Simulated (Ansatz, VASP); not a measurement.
Ge in VASP and in Ansatz

```xyz
1
Lattice="1.9170 -1.9170 0.0000 1.9170 1.9170 0.0000 0.0000 0.0000 2.7107" Properties=species:S:1:pos:R:3 pbc="T T T"
Ge    1.9170    0.0000    0.0000
```

Alike in both runs: functional PBE; k mesh 20 × 20 × 20; occupations gaussian, width 0.1 eV; no spin polarisation.

Ansatz relaxed the structure, and its values are those at the end. VASP's run is a single point on that final structure, the one shown.

```csv
,VASP,Ansatz
version,VASP 6.6.1,Ansatz 0.2.0
potentials or method,"VASP PAW PBE potentials, release 64 (Ge_d), cutoff 520 eV","scalar-relativistic, plane waves, PAW"
valence electrons in the cell,14,14
```

```tsv
	VASP	Ansatz	Ansatz less VASP
gap on the k mesh at the Fermi level (eV)	none	none	-
pressure (GPa)	0.0	0.0	+0.04
```

A gap of «none» marks a metal or a gap that the smearing closes. The functional is the same, so the differences come from potentials, cutoffs and numerics.
